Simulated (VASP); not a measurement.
# B5Pt (P-62m) in VASP: notebook

B5Pt is run at these levels: PBE; tasks: single point, relaxation of cell and atoms.

All numbers are computed with VASP 6.6.1; they aren't measurements. Logs are shortened: lines on timing, memory, paths and dates and some standing lists are left out, and cuts for length are marked.

## Step 1: The cell of the first run

It takes space group P-62m (No. 189, hexagonal). The conventional cell has a = 5.136 Å, b = 5.136 Å, c = 2.345 Å, α = 90.00°, β = 90.00°, γ = 120.00°. Within 2.6 Å of B (site symmetry -6) lie 8 B at 2.00 to 2.35 Å. Within 2.6 Å of B (site symmetry m2m) lie 6 B at 2.00 to 2.35 Å and 2 Pt at 2.26 Å. Pt (site symmetry -62m) has 12 B at 2.26 to 2.97 Å and 2 Pt at 2.35 Å within 3.0 Å.

## Step 2: Single point, PBE

Contents of INCAR:

```
SYSTEM = B5Pt
ALGO = Normal ; EDIFF = 1E-6
ENCUT = 520 ; GGA = PE
ISIF = 2 ; ISMEAR = 0
LASPH = .True. ; LCHARG = .False.
LREAL = .False. ; LWAVE = .False.
NBANDS = 22 ; NELM = 60
PREC = Accurate ; SIGMA = 0.1
```

Contents of KPOINTS:

```
k-points
0
Gamma
  6 6 8
  0 0 0
```

Contents of POSCAR:

```
B5Pt
1.0
    5.1362540662      0.0000000000      0.0000000000
   -2.5681270331      4.4481265016      0.0000000000
    0.0000000000      0.0000000000      2.3453707717
B Pt
5 1
Direct
    0.6666666667      0.3333333333      0.5000000000
    0.3754941886      0.0000000000      0.0000000000
    0.6245058114      0.6245058114      0.0000000000
    0.0000000000      0.3754941886      0.0000000000
    0.3333333333      0.6666666667      0.5000000000
    0.0000000000      0.0000000000      0.5000000000
```

Potentials or basis: VASP PAW PBE potentials, release 64 (B, Pt).

Started as:

```sh
> cat potpaw_PBE.64/B/POTCAR potpaw_PBE.64/Pt/POTCAR > POTCAR
> mpirun -np 1 vasp_std > vasp.out
```

OUTCAR:

```text
SYSTEM = B5Pt
   EDIFF = 1E-6
   ENCUT = 520
   GGA = PE
   ISIF = 2
   ISMEAR = 0
   LASPH = .True.
   LREAL = .False.
   NELM = 60
   PREC = Accurate

 ion  position               nearest neighbor table
   1  0.667  0.333  0.500-   4 2.00   4 2.00   2 2.00   2 2.00   3 2.00   3 2.00
   2  0.375  0.000  0.000-   5 2.00   5 2.00   1 2.00   1 2.00   6 2.26   6 2.26
   3  0.625  0.625  0.000-   1 2.00   1 2.00   5 2.00   5 2.00   6 2.26   6 2.26
   4  0.000  0.375  0.000-   1 2.00   1 2.00   5 2.00   5 2.00   6 2.26   6 2.26
   5  0.333  0.667  0.500-   2 2.00   2 2.00   4 2.00   4 2.00   3 2.00   3 2.00
   6  0.000  0.000  0.500-   3 2.26   4 2.26   3 2.26   4 2.26   2 2.26   2 2.26

  LATTYP: Found a hexagonal cell.
 ALAT       =     5.1362540662
 C/A-ratio  =     0.4566305992

  Lattice vectors:

 A1 = (   5.1362540662,   0.0000000000,   0.0000000000)
 A2 = (  -2.5681270331,   4.4481265016,   0.0000000000)
 A3 = (   0.0000000000,   0.0000000000,   2.3453707717)

Analysis of symmetry for initial positions (statically):
=====================================================================
 Subroutine PRICEL returns:
 Original cell was already a primitive cell.

 Routine SETGRP: Setting up the symmetry group for a
 hexagonal supercell.

 Subroutine GETGRP returns: Found 12 space group operations
 (whereof 12 operations were pure point group operations)
 out of a pool of 24 trial point group operations.

The static configuration has the point symmetry D_3h.

Analysis of symmetry for dynamics (positions and initial velocities):
=====================================================================
 Subroutine PRICEL returns:
 Original cell was already a primitive cell.

 Routine SETGRP: Setting up the symmetry group for a
 hexagonal supercell.

 Subroutine GETGRP returns: Found 12 space group operations
 (whereof 12 operations were pure point group operations)
 out of a pool of 24 trial point group operations.

The dynamic configuration has the point symmetry D_3h.

 Subroutine INISYM returns: Found 12 space group operations
 (whereof 12 operations are pure point group operations),
 and found     1 'primitive' translations

----------------------------------------------------------------------------------------

                                     Primitive cell

  volume of cell :      53.5840

  direct lattice vectors                    reciprocal lattice vectors
     5.136254066  0.000000000  0.000000000     0.194694419  0.112406875  0.000000000
    -2.568127033  4.448126502  0.000000000     0.000000000  0.224813750  0.000000000
     0.000000000  0.000000000  2.345370772     0.000000000  0.000000000  0.426371818

  length of vectors
     5.136254066  5.136254066  2.345370772     0.224813750  0.224813750  0.426371818

  position of ions in fractional coordinates (direct lattice)
     0.666666667  0.333333333  0.500000000
     0.375494189  0.000000000  0.000000000
     0.624505811  0.624505811  0.000000000
     0.000000000  0.375494189  0.000000000
     0.333333333  0.666666667  0.500000000
     0.000000000  0.000000000  0.500000000

  ion indices of the primitive-cell ions
   primitive index   ion index
                 1           1
                 2           2
                 3           3
                 4           4
                 5           5
                 6           6

----------------------------------------------------------------------------------------

 KPOINTS: k-points

Automatic generation of k-mesh.
 Grid dimensions read from file:
 generate k-points for:    6    6    8

 Generating k-lattice:

  Cartesian coordinates                     Fractional coordinates (reciprocal lattice)
     0.032449070  0.018734479  0.000000000     0.166666667  0.000000000  0.000000000
     0.000000000  0.037468958  0.000000000     0.000000000  0.166666667  0.000000000
     0.000000000  0.000000000  0.053296477     0.000000000  0.000000000  0.125000000

  Length of vectors
     0.037468958  0.037468958  0.053296477

  Shift w.r.t. Gamma in fractional coordinates (k-lattice)
     0.000000000  0.000000000  0.000000000

 Subroutine IBZKPT returns following result:
 ===========================================

 Found     35 irreducible k-points:

 Following reciprocal coordinates:
            Coordinates               Weight
  0.000000  0.000000  0.000000      1.000000
  0.166667  0.000000  0.000000      6.000000
  0.333333  0.000000  0.000000      6.000000
  0.500000  0.000000  0.000000      3.000000
  0.166667  0.166667  0.000000      6.000000
  0.333333  0.166667  0.000000     12.000000
[... 16 lines left out ...]
  0.166667  0.000000  0.375000     12.000000
  0.333333  0.000000  0.375000     12.000000
 [... further k-points ...]
   k-points           NKPTS =     35   k-points in BZ     NKDIM =     35   number of bands    NBANDS=     22
   number of dos      NEDOS =    301   number of ions     NIONS =      6
   total plane-waves  NPLWV =  28800
   dimension x,y,z NGX =    40 NGY =   40 NGZ =   18
   dimension x,y,z NGXF=    80 NGYF=   80 NGZF=   36
   ions per type =               5   1
   NGX,Y,Z   is equivalent  to a cutoff of  12.95, 12.95, 12.76 a.u.
   NGXF,Y,Z  is equivalent  to a cutoff of  25.89, 25.89, 25.52 a.u.
 SYSTEM =  B5Pt
   PREC   = accura    normal or accurate (medium, high low for compatibility)
   ISTART =      0    job   : 0-new  1-cont  2-samecut
   ICHARG =      2    charge: 1-file 2-atom 10-const
   ISPIN  =      1    spin polarized calculation?
   LNONCOLLINEAR =      F non collinear calculations
   LSORBIT =      F    spin-orbit coupling
   LASPH  =      T    aspherical Exc in radial PAW
   ENCUT  =  520.0 eV  38.22 Ry    6.18 a.u.   9.55  9.55  4.36*2*pi/ulx,y,z
   NELM   =     60;   NELMIN=  2; NELMDL= -5     # of ELM steps
   EDIFF  = 0.1E-05   stopping-criterion for ELM
   LREAL  =      F    real-space projection
   EDIFFG = 0.1E-04   stopping-criterion for IOM
   NSW    =      0    number of steps for IOM
   IBRION =     -1    ionic relax: 0-MD 1-quasi-New 2-CG
   NFREE  =      0    steps in history (QN), initial steepest desc. (CG)
   ISIF   =      2    stress and relaxation
   ISYM   =      2    0-nonsym 1-usesym 2-fastsym
   POTIM  = 0.5000    time-step for ionic-motion
   TEBEG  =    0.0;   TEEND  =   0.0 temperature during run
   PSTRESS=    0.0 pullay stress
   NELECT =      25.0000    total number of electrons
   NUPDOWN=      -1.0000    fix difference up-down
   EMIN   =  10.00;   EMAX   =-10.00  energy-range for DOS
   EFERMI =   0.00;   METHOD = LEGACY
   ISMEAR =     0;   SIGMA  =   0.10  broadening in eV -4-tet -1-fermi 0-gaus
   EFERMI_NEDOS =   21; number of points for ismear=-14 and -15
   IALGO  =     38    algorithm
   IMIX   =      4    mixing-type and parameters
     AMIX     =   0.40;   BMIX     =  1.00
     AMIX_MAG =   1.60;   BMIX_MAG =  1.00
  volume/ion in A,a.u.               =       8.93        60.27
  Fermi-wavevector in a.u.,A,eV,Ry     =   1.269725  2.399433 21.935346  1.612202
  Thomas-Fermi vector in A             =   2.402751
   LORBIT       =      0    0 simple, 1 ext, 2 COOP (PROOUT), +10 PAW based schemes
   GGA     = PE    functional components
   LHFCALC =     F    Hartree Fock is set to
   AEXX    =    0.0000 exact exchange contribution
   IVDW    =     0    specifies the selected vdW correction
   LEPSILON=     F    determine dielectric tensor
   LRPA    =     F    only Hartree local field effects (RPA)
 non-spin polarized calculation
 Gauss-broadening in eV      SIGMA  =   0.10
  energy-cutoff  :      520.00
  volume of cell :       53.58
 maximum number of plane-waves:      1473
 NGX is ok and might be reduce to    40
   NGX = 19   NGY = 19   NGZ =  9

 number of electron      24.9999999 magnetization

 Free energy of the ion-electron system (eV)
  ---------------------------------------------------
  ext. energy  EPLUGINS =         0.00000000
  ---------------------------------------------------
  free energy    TOTEN  =       -33.02904001 eV

  energy without entropy =      -33.02192304  energy(sigma->0) =      -33.02548153

 E-fermi :   8.1598     XC(G=0): -12.1922

 val. band max:        8.1528400193   @ k =   0.1667   0.0000   0.3750
 cond. band min:       8.2431080846   @ k =   0.3333   0.0000   0.5000
 fundamental gap:      0.0902680653
 Fermi energy:         8.1598190078

 k-point     1 :       0.0000    0.0000    0.0000
  band No.  band energies     occupation
      1      -6.5020      2.00000
      2      -1.5791      2.00000
      3      -1.5791      2.00000
      4      -1.5551      2.00000
      5      -1.1520      2.00000
      6       1.9996      2.00000
[... 14 lines left out ...]
     21      16.8169      0.00000
     22      17.6541      0.00000

 k-point     2 :       0.1667    0.0000    0.0000
  band No.  band energies     occupation
      1      -6.3212      2.00000
      2      -2.7643      2.00000
      3      -1.7888      2.00000
      4      -1.1309      2.00000
      5      -0.3411      2.00000
      6       1.4218      2.00000
[... 14 lines left out ...]
     21      17.6750      0.00000
     22      17.7264      0.00000

 k-point     3 :       0.3333    0.0000    0.0000
  band No.  band energies     occupation
      1      -5.7970      2.00000
      2      -3.8823      2.00000
      3      -2.1839      2.00000
      4      -1.1103      2.00000
      5       0.3148      2.00000
      6       1.1800      2.00000
[... 14 lines left out ...]
     21      18.3805      0.00000
     22      18.7584      0.00000
[... 476 lines left out ...]
 k-point    23 :       0.1667    0.0000    0.3750
  band No.  band energies     occupation
      1      -3.1816      2.00000
      2      -0.3563      2.00000
      3      -0.0917      2.00000
      4       0.5997      2.00000
      5       1.4401      2.00000
      6       2.1026      2.00000
[... 14 lines left out ...]
     21      16.0323      0.00000
     22      16.4243      0.00000

 k-point    24 :       0.3333    0.0000    0.3750
  band No.  band energies     occupation
      1      -2.8083      2.00000
      2      -1.1321      2.00000
      3      -0.1658      2.00000
      4       0.7000      2.00000
      5       1.5925      2.00000
      6       2.4483      2.00000
[... 14 lines left out ...]
     21      16.1051      0.00000
     22      16.2267      0.00000

 [... further k-points ...]

------------------------ aborting loop because EDIFF is reached ----------------------------------------

  FORCE on cell =-STRESS in cart. coord.  units (eV):
  Direction    XX          YY          ZZ          XY          YZ          ZX
  --------------------------------------------------------------------------------------
  -------------------------------------------------------------------------------------
  Total        0.0363847      0.0363847     -0.1918591     -0.0000000     -0.0000000      0.0000000
  in kB        1.0879118      1.0879118     -5.7366448     -0.0000000     -0.0000000      0.0000000
  external PRESSURE =      -1.1869404 kB  Pullay stress =       0.0000000 kB

 VOLUME and BASIS-vectors are now :
 -----------------------------------------------------------------------------
  energy-cutoff  :      520.00
  volume of cell :       53.58
      direct lattice vectors                 reciprocal lattice vectors
     5.136254066  0.000000000  0.000000000     0.194694419  0.112406875  0.000000000
    -2.568127033  4.448126502  0.000000000     0.000000000  0.224813750  0.000000000
     0.000000000  0.000000000  2.345370772     0.000000000  0.000000000  0.426371818

 POSITION                                       TOTAL-FORCE (eV/Angst)
 -----------------------------------------------------------------------------------
      2.56813      1.48271      1.17269         0.000000      0.000000     -0.000000
      1.92863      0.00000      0.00000         0.009838      0.000000      0.000000
      1.60381      2.77788      0.00000        -0.004919     -0.008520      0.000000
     -0.96432      1.67025      0.00000        -0.004919      0.008520     -0.000000
     -0.00000      2.96542      1.17269        -0.000000      0.000000     -0.000000
      0.00000      0.00000      1.17269         0.000000      0.000000     -0.000000
 -----------------------------------------------------------------------------------
    total drift:                               -0.000000     -0.000001      0.000000

  FREE ENERGIE OF THE ION-ELECTRON SYSTEM (eV)
  ---------------------------------------------------
  free  energy   TOTEN  =       -33.0290400112 eV

  energy  without entropy=      -33.0219230394  energy(sigma->0) =      -33.02548153
```

It took 40 s on 1 thread of Intel Xeon 6975P-C, shared host; peak memory 0.19 GiB.

Results:

- Free energy: -33.0290 eV
- Pressure: -0.1 GPa
- Largest force: 0.010 eV/Å

Forces in eV/Å, atoms in the order of the input:
```
B    0.000  0.000  0.000
B    0.010  0.000  0.000
B   -0.005 -0.009  0.000
B   -0.005  0.009  0.000
B    0.000  0.000  0.000
Pt   0.000  0.000  0.000
```

Caveat: spin-orbit coupling is left out, which moves the levels of the heavy elements.

## Step 3: Relaxation of cell and atoms, PBE

This run uses another cell than the first one, of 11.13 Å³/atom, 1.246 times its volume.

Contents of INCAR:

```
ALGO = Normal
EDIFF = 1E-6
EDIFFG = -0.04
ENCUT = 600
GGA = PE
IBRION = 2
ISIF = 3
ISMEAR = 0
LASPH = True
LCHARG = False
LREAL = False
LWAVE = False
NELM = 80
NSW = 90
PREC = Accurate
SIGMA = 0.1
```

Contents of KPOINTS:

```
k-points
0
Gamma
  6 6 4
```

Contents of POSCAR:

```
B5Pt
1.0
    4.3775598700      0.0000000000      0.0000000000
   -2.1887799300      3.7910780500      0.0000000000
    0.0000000000      0.0000000000      4.0230181200
B Pt
5 1
Direct
    0.6666666700      0.3333333300      0.5000000000
    0.3165600000      0.0000000000      0.0000000000
    0.6834400000      0.6834400000      0.0000000000
    0.0000000000      0.3165600000      0.0000000000
    0.3333333300      0.6666666700      0.5000000000
    0.0000000000      0.0000000000      0.5000000000
```

Potentials or basis: VASP PAW PBE potentials, release 64 (B, Pt).

Started as:

```sh
> cat potpaw_PBE.64/B/POTCAR potpaw_PBE.64/Pt/POTCAR > POTCAR
> mpirun -np 1 vasp_std > vasp.out
```

Run time: 14 min. Hardware: 1 thread of Intel Xeon 6975P-C, shared host; peak memory 0.23 GiB.

It converged, with:

```yaml
Free_energy: -32.8574 eV
Relaxed_volume: 8.79 Å³/atom
Relaxed_cell: a = 5.050 Å, b = 5.050 Å, c = 2.389 Å, α = 90.00°, β = 90.00°, γ = 120.00°
Space_group_after_relaxing_to_0.05_Å: P-62m (No. 189)
Energy_gained_by_relaxing: 727.2 meV/atom
Ionic_steps: 59
Pressure_after_relaxing: 0.1 GPa
Largest_force_after_relaxing: 0.015 eV/Å
```

Forces on the atoms (eV/Å):
```
B    0.000  0.000  0.000
B    0.015  0.000  0.000
B   -0.007 -0.013  0.000
B   -0.007  0.013  0.000
B    0.000  0.000  0.000
Pt   0.000  0.000  0.000
```

Stress tensor (GPa, compression positive):
```
 0.30  0.00  0.00
 0.00  0.30  0.00
 0.00  0.00 -0.30
```

Step by step:
```
step  energy change (eV)  largest force (eV/Å)  pressure (GPa)  volume (Å³)
   1              0.0000                0.0147          -30.66        66.76
   3             -1.9266                1.1838            0.22        51.08
   5             -2.2221                0.3660            6.80        48.71
   7             -2.2773                0.2671           -2.22        50.57
   9             -2.4448                0.1981           -3.35        50.10
  11             -3.1136                0.1643            6.30        47.14
  13             -3.1864                0.2255            7.56        46.98
  15             -3.3311                0.2600           12.46        46.46
  17             -3.4460                0.1084           18.85        45.75
  19             -3.4480                0.1884           20.97        45.63
  21             -3.4590                0.5964           22.76        45.83
  23             -3.4770                0.4491           21.46        45.86
  25             -3.5852                0.4028           16.42        46.73
  27             -3.7718                0.2832           -0.51        50.30
  29             -3.7836                0.2405           -1.34        50.56
  31             -3.8578                0.0912           -0.37        50.58
  33             -3.9756                1.0244            6.72        50.11
  35             -3.9563                1.1219            8.37        49.96
  37             -3.9826                1.0928            6.90        50.24
  39             -4.0280                1.1264            4.48        50.93
  41             -4.1801                0.8700           -3.55        52.82
  43             -4.2060                0.6689           -7.61        53.96
  45             -4.3244                0.0467           -1.41        52.74
  47             -4.3308                0.0384           -0.52        52.53
  49             -4.3441                0.1037            0.58        52.33
  51             -4.3510                0.2076           -1.58        52.93
  53             -4.3562                0.2123           -1.05        52.96
  55             -4.3588                0.1770           -0.41        52.84
  57             -4.3616                0.0789            1.05        52.52
  59             -4.3635                0.0150            0.10        52.76
```

Final structure:
```
B Pt
1.0
     5.05026    0.00000    0.00000
    -2.52513    4.37365    0.00000
     0.00000    0.00000    2.38871
B Pt
5 1
Direct
  0.66667 0.33333 0.50000
  0.62323 0.00000 0.00000
  0.37677 0.37677 0.00000
  0.00000 0.62323 0.00000
  0.33333 0.66667 0.50000
  0.00000 0.00000 0.50000
```

Levels at points of the mesh, in eV from the Fermi level:
```csv
k point,band 9,band 10,band 11,band 12,band 13,band 14,band 15,band 16
"(0.00, 0.00, 0.00)",-3.27,-3.27,-1.74,-1.74,2.27,2.27,2.95,7.84
"(0.50, 0.00, 0.00)",-2.50,-1.83,-1.75,-0.94,-0.92,0.61,4.23,4.79
"(0.00, 0.00, 0.50)",-1.54,-1.54,-1.47,-1.47,-0.97,-0.55,1.05,1.05
"(0.50, 0.00, 0.50)",-3.72,-3.12,-1.22,-0.61,1.12,1.74,2.02,2.47
```

Caveat: the k points lie up to 0.66 Å⁻¹ apart in the final cell; the volume moved by over 15 % at a fixed basis, so the end points are rough; spin-orbit coupling is left out, which moves the levels of the heavy elements.

(Part 1 of 2 ends here.)
